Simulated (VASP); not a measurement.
Wanted: the native input for a VASP 6.6.1 run.

* Task: single point
* Functional: PBE
* Potentials or basis: VASP PAW PBE potentials, release 64 (Mg)
* Cutoff: 520 eV
* k mesh: 2 × 2 × 1
* Occupations: fermi-dirac, width 0.15 eV
* Spin: no spin polarisation
* Dipole correction: no
* Further INCAR settings: ALGO = Normal; EDIFF = 1e-07; NBANDS = 24

The structure of Mg lies in POSCAR:

```
Mg
1.0
    6.4200000000      0.0000000000      0.0000000000
    3.2100000000      5.5598830000      0.0000000000
    0.0000000000      0.0000000000     16.2130400000
Mg
12
Direct
    0.0000000000      0.0000000000      0.0616787475
    0.5000000000      0.0000000000      0.0616787475
    0.0000037321      0.4999925358      0.0616787475
    0.5000037321      0.4999925358      0.0616787475
   -0.2858739517      0.5162338848      0.2175162709
    0.2195449752      0.4931218876      0.2328681111
   -0.2835518284      1.0310288904      0.2284149055
    0.2364390591      0.9811717261      0.2029354149
   -0.0691100412      0.0898400200      0.3851776101
    0.4587500309      0.0849298447      0.3926160671
   -0.0546863341      0.5901203317      0.3847581946
    0.4351343305      0.6311643608      0.3965388354
```

The input as run:

INCAR

```
SYSTEM = Mg
PREC = Accurate
ENCUT = 520
EDIFF = 1E-7
ISMEAR = -1
SIGMA = 0.15
LREAL = .False.
LASPH = .True.
NELM = 60
ALGO = Normal
ISIF = 2
LWAVE = .False.
LCHARG = .False.
GGA = PE
NBANDS = 24
```

KPOINTS

```
regular mesh
0
Gamma
  2 2 1
  0 0 0
```

Potentials or basis: VASP PAW PBE potentials, release 64 (Mg).

Run with:

```sh
$ cat potpaw_PBE.64/Mg/POTCAR > POTCAR
$ mpirun -np 1 vasp_std > vasp.out
```

It gave:

```
Largest force          : 1.181 eV/Å
Band gap on the k mesh : zero (bands 12 and 13 overlap by 0.69 eV)
```

Caveat: the k points lie up to 0.57 Å⁻¹ apart, too coarse for converged energies and pressures of a metal; there is no dipole correction, which matters where the two faces differ.

It took 4 min on 1 thread of AMD EPYC 7R13, with other jobs on the host, peak memory 0.54 GiB.
